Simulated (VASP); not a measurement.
BeTe: single point with PBE

Crystal: BeTe.

```
Te Be
1.0
     0.00000    2.77000    2.77000
     2.77000    0.00000    2.77000
     2.77000    2.77000    0.00000
Te Be
1 1
Direct
  0.75000 0.75000 0.75000
  0.00000 0.00000 0.00000
```

```
Program             : VASP 6.6.1
Task                : single point
Functional          : PBE
Potentials or basis : VASP PAW PBE potentials, release 64 (Te, Be)
Cutoff              : 520 eV
k mesh              : 8 × 8 × 8
Occupations         : gaussian, width 0.014 eV
Spin                : no spin polarisation
```

The pressure is 4.5 GPa. The band gap on the k mesh is 1.85 eV, indirect (least direct gap 3.56 eV).

Levels at points of the mesh, in eV from the valence-band top:
```
           k point  band 1  band 2  band 3  band 4  band 5  band 6  band 7  band 8  band 9
(0.00, 0.00, 0.00)  -12.63    0.00    0.00    0.00    3.56    3.56    3.56    4.19    8.39
(0.50, 0.00, 0.00)  -11.16   -5.87   -1.22   -1.22    3.21    4.56    4.56    7.79   11.16
(0.50, 0.50, 0.00)  -10.62   -5.39   -2.84   -2.84    1.85    2.59   10.02   10.02   11.84
```

Wall time 10 s on 1 thread of Intel(R) Xeon(R) Platinum 8559C (Emerald Rapids) (shared host), peak memory 0.16 GiB.

Caveat: spin-orbit coupling is left out, which moves the levels of the heavy elements. A k mesh can miss the band edges.
